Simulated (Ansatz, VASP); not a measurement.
# GaP in VASP and in Ansatz

```
Ga P
1.0
     0.00000    2.75330    2.75330
     2.75330    0.00000    2.75330
     2.75330    2.75330    0.00000
Ga P
1 1
Direct
  0.00000 0.00000 0.00000
  0.25000 0.25000 0.25000
```

Alike in both runs: task single point; functional PBE; k mesh 8 × 8 × 8; occupations gaussian, width 0.02 eV; no spin polarisation.

|  | VASP | Ansatz |
| --- | --- | --- |
| version | VASP 6.6.1 | Ansatz 0.2.0 |
| potentials or method | VASP PAW PBE potentials, release 64 (Ga_d, P), cutoff 500 eV | scalar-relativistic, plane waves, PAW |
| valence electrons in the cell | 18 | 18 |

```csv
,VASP,Ansatz,Ansatz less VASP
gap on the k mesh at the Fermi level (eV),1.57,1.58,+0.004
least direct gap on the mesh (eV),1.57,1.58,+0.004
pressure (GPa),-0.1,0.0,+0.10
```

The functional is the same, so the differences come from potentials, cutoffs and numerics.
